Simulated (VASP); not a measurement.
Input of a VASP 6.6.1 run:

INCAR

```
SYSTEM = As
PREC = Accurate
ENCUT = 600
EDIFF = 1E-6
ISMEAR = 0
SIGMA = 0.1
LREAL = .False.
LASPH = .True.
NELM = 100
ALGO = Normal
ISIF = 3
LWAVE = .False.
LCHARG = .False.
GGA = PE
IBRION = 2
NSW = 80
EDIFFG = -0.025
```

File KPOINTS:

```
regular mesh
0
Gamma
  4 4 2
  0 0 0
```

POSCAR

```
As
1.0
   -2.9563491616      2.8157657759      2.8426403951
    2.9288931880     -2.9264312363      2.9258498820
    5.6889757881      5.5459304507     -0.1381214340
As
8
Direct
    0.0290471927      0.0388583014      0.0315120064
    0.5504716887      0.5334962441      0.5387851205
    0.2818705003      0.7846437936      0.2115663731
    0.7883416518      0.2988414905      0.7113083867
    0.7493076230      0.1726394207      0.2489411886
    0.2474143729      0.6633783143      0.7516158362
    0.4312793800      0.5187430873      1.0028140388
    0.9222675905     -0.0106006519      0.5034570497
```

Potentials or basis: VASP PAW PBE potentials, release 64 (As).

Command:

```sh
$ cat potpaw_PBE.64/As/POTCAR > POTCAR
$ mpirun -np 1 vasp_std > vasp.out
```

(1) Predict the space group after relaxing (to 0.1 Å).

(2) Predict the band gap on the k mesh.

(3) Predict the relaxed cell.

(4) What does it give for the relaxed volume?

## Answers

(1) I2_13 (No. 199).

(2) 1.08 eV.

(3) a = 5.016 Å, b = 5.036 Å, c = 8.197 Å, α = 89.77°, β = 90.55°, γ = 109.84°.

(4) 24.34 Å³/atom.
